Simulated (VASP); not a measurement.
Wanted: the native input for a VASP 6.6.1 run.

```
Task                   : single point
Functional             : PBE
Potentials or basis    : VASP PAW PBE potentials, release 64 (Al)
Cutoff                 : 520 eV
k mesh                 : 12 × 12 × 1
Occupations            : gaussian, width 0.1 eV
Spin                   : no spin polarisation
Dipole correction      : yes
Further INCAR settings : ALGO = Fast; EDIFF = 1e-06; NBANDS = 34
```

The structure of Al lies in POSCAR:

```
Al
1.0
    2.8543223330      0.0000000000      0.0000000000
   -1.4271611665      2.4719156510      0.0000000000
    0.0000000000      0.0000000000     45.4953759026
Al
14
Direct
    0.3333333333      0.6666666667      0.1648519185
    0.0000000000      0.0000000000      0.2164131618
    0.6666666667      0.3333333333      0.2679744051
    0.0000000000      0.0000000000      0.3195356484
    0.3333333333      0.6666666667      0.3710968917
    0.0000000000      0.0000000000      0.4226581350
    0.6666666667      0.3333333333      0.4742193783
    0.0000000000      0.0000000000      0.5257806217
    0.3333333333      0.6666666667      0.5773418650
    0.0000000000      0.0000000000      0.6289031083
    0.6666666667      0.3333333333      0.6804643516
    0.0000000000      0.0000000000      0.7320255949
    0.3333333333      0.6666666667      0.7835868382
    0.0000000000      0.0000000000      0.8351480815
```

This cell differs from its parent crystal: atoms taken out.

These files were run (other wordings do the same):

INCAR

```
SYSTEM = Al
ALGO = Fast
DIPOL = 0.5 0.5 0.500
EDIFF = 1E-6
ENCUT = 520
GGA = PE
IDIPOL = 3
ISIF = 2
ISMEAR = 0
LASPH = .TRUE.
LCHARG = .FALSE.
LDIPOL = .TRUE.
LREAL = .FALSE.
LWAVE = .FALSE.
NBANDS = 34
NELM = 80
PREC = Accurate
SIGMA = 0.1
```

KPOINTS

```
k-points
0
G
  12 12 1
  0 0 0
```

Potentials or basis: VASP PAW PBE potentials, release 64 (Al).

Run with:

```sh
$ cat potpaw_PBE.64/Al/POTCAR > POTCAR
$ mpirun -np 1 vasp_std > vasp.out
```

Results of the run:

The largest force is 0.126 eV/Å and the band gap on the k mesh is zero (bands 21 and 22 overlap by 3.87 eV).

Caveat: the cell differs from its parent crystal (atoms taken out).

It took 18 min on 1 thread of Intel Xeon 8259CL, on a shared host, peak memory 0.52 GiB.
